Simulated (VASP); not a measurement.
Here is a VASP 6.6.1 calculation.

The input INCAR:

```
SYSTEM = Zr
ALGO     = Fast           ! electronic algorithm
EDIFF    = 1E-7           ! SCF threshold, eV
EDIFFG   = -0.01          ! ionic threshold
ENCUT    = 600            ! plane-wave cutoff, eV
GGA      = PS             ! functional
IBRION   = 2              ! ionic algorithm
ISIF     = 3              ! what is computed and relaxed
ISMEAR   = 0              ! smearing method
LASPH    = .True.         ! aspherical terms in the spheres
LCHARG   = .False.        ! write CHGCAR
LREAL    = .False.        ! projectors in reciprocal space
LWAVE    = .False.        ! write WAVECAR
NELM     = 60             ! most SCF steps
NSW      = 100            ! ionic steps
PREC     = Accurate       ! precision mode
SIGMA    = 0.1            ! smearing width, eV
```

KPOINTS

```
k-points
0
Gamma
  12 12 10
  0 0 0
```

The input POSCAR:

```
Zr
1.0
    4.9036509915      0.0000000000      0.0000000000
   -2.4518254958      4.2466863300      0.0000000000
    0.0000000000      0.0000000000      4.9230314595
Zr
4
Direct
    0.0000000000      0.0000000000      0.2500000000
    0.0000000000      0.0000000000      0.7500000000
    0.3333333333      0.6666666667      0.7500000000
    0.6666666667      0.3333333333      0.2500000000
```

Potentials or basis: VASP PAW PBE potentials, release 64 (Zr_sv).

Launch:

```console
$ cat potpaw_PBE.64/Zr_sv/POTCAR > POTCAR
$ mpirun -np 1 vasp_std > vasp.out
```

**Question.** What does it give for the relaxed volume?

**Answer.** 25.27 Å³/atom.

**Question.** Estimate the band gap on the k mesh.

**Answer.** Zero (band 24 reaches 8.28 eV, above the bottom of band 25 at 7.28 eV).

**Question.** What does it give for the relaxed cell?

**Answer.** a = 4.922 Å, b = 4.922 Å, c = 4.818 Å, α = 90.00°, β = 90.00°, γ = 120.00°.

The path:
```csv
step,energy change (eV),largest force (eV/Å),pressure (GPa),volume (Å³)
1,0.0000,0.0000,-1.10,102.52
2,-0.0221,0.0000,0.81,99.90
3,-0.0245,0.0000,0.32,100.47
4,-0.0253,0.0000,-0.02,101.08
```

Caveat: the PAW data sets were made with another functional, which shifts forces and pressure a little.
